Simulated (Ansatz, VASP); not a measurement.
**Nb: VASP beside Ansatz**

INCAR

```
ALGO     = Normal         # electronic algorithm
EDIFF    = 1E-7           # SCF threshold, eV
ENCUT    = 520            # plane-wave cutoff, eV
GGA      = PE             # functional
ISIF     = 2              # what is computed and relaxed
ISMEAR   = -1             # smearing method
LASPH    = True           # aspherical terms in the spheres
LCHARG   = False          # write CHGCAR
LREAL    = False          # projectors in reciprocal space
LWAVE    = False          # write WAVECAR
NBANDS   = 12             # bands
NELM     = 100            # most SCF steps
PREC     = Accurate       # precision mode
SIGMA    = 0.08           # smearing width, eV
```

File KPOINTS:

```
k-points
0
Gamma
  16 16 16
```

The input POSCAR:

```
Nb
1.0
   -1.6438049917      1.6438049917      1.6438049917
    1.6438049917     -1.6438049917      1.6438049917
    1.6438049917      1.6438049917     -1.6438049917
Nb
1
Direct
    0.0000000000      0.0000000000      0.0000000000
```

Input for Ansatz:

```yaml
crystal:
  lattice:
    - [-1.6438049917, 1.6438049917, 1.6438049917]
    - [1.6438049917, -1.6438049917, 1.6438049917]
    - [1.6438049917, 1.6438049917, -1.6438049917]
  atoms:
    - { symbol: Nb, position: [0.0, 0.0, 0.0] }
kpoints:
  mp_grid: { grid: [16, 16, 16] }
scf:
  occupations: { method: fermi_dirac, width: 0.08 }
hamiltonian:
  xc: pbe
  pseudopotentials: { kind: all_electron, lapw: { basis_error: 0.001 } }
output:
  forces: true
  stress: true
  eigenvalues: true
```

Change from the starting cell: volume scaled by 0.98.

Alike in both runs: task single point; functional PBE; k mesh 16 × 16 × 16; occupations fermi-dirac, width 0.08 eV; no spin polarisation.

|  | VASP | Ansatz |
| --- | --- | --- |
| version | VASP 6.6.1 | Ansatz 0.2.0 |
| potentials or method | VASP PAW PBE potentials, release 64 (Nb_sv), cutoff 520 eV | all-electron LAPW, scalar-relativistic |

|  | VASP | Ansatz | Ansatz less VASP |
| --- | --- | --- | --- |
| pressure (GPa) | 3.2 | 3.6 | +0.34 |

Ansatz ran all-electron here, and VASP with PAW potentials.
